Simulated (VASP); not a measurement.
Write the native input for VASP 6.6.1 that does the following.

| Quantity | Value |
| --- | --- |
| Task | single point |
| Functional | PBE |
| Potentials or basis | VASP PAW PBE potentials, release 64 (Zn, Se, S) |
| Cutoff | 520 eV |
| k mesh | 6 × 6 × 4 |
| Occupations | gaussian, width 0.1 eV |
| Spin | no spin polarisation |
| Dipole correction | no |
| Further INCAR settings | ALGO = Normal; EDIFF = 1e-06; NBANDS = 19 |

The structure of ZnSeS lies in POSCAR:

```
ZnSeS
1.0
    4.0556143300      0.0000000000      0.0000000000
   -2.0278071600      3.5122650400      0.0000000000
    0.0000000000      0.0000000000      5.3463071900
Zn Se S
1 1 1
Direct
    0.0000000000      0.0000000000      0.5000000000
    0.6666666700      0.3333333300      0.5000000000
    0.0000000000      0.0000000000      0.0000000000
```

The cell was built from a structure type or drawn by symmetry, and may not be a known phase.

The input as run:

INCAR

```
PREC = Accurate
ENCUT = 520
EDIFF = 1E-6
ISMEAR = 0
SIGMA = 0.1
LREAL = F
LASPH = T
NELM = 80
ALGO = Normal
ISIF = 2
LWAVE = F
LCHARG = T
GGA = PE
LELF = T
LVHAR = T
NBANDS = 19
```

KPOINTS

```
Automatic mesh
0
Gamma
  6 6 4
```

Potentials or basis: VASP PAW PBE potentials, release 64 (Zn, Se, S).

Launch:

```sh
$ cat potpaw_PBE.64/Zn/POTCAR potpaw_PBE.64/Se/POTCAR potpaw_PBE.64/S/POTCAR > POTCAR
$ mpirun -np 1 vasp_std > vasp.out
```

It gave:

The pressure is 0.7 GPa and the band gap on the k mesh is zero (bands 12 and 13 overlap by 0.88 eV).

Wall time 38 s on 1 thread of Intel Xeon 8259CL, on a shared host, peak memory 0.2 GiB.
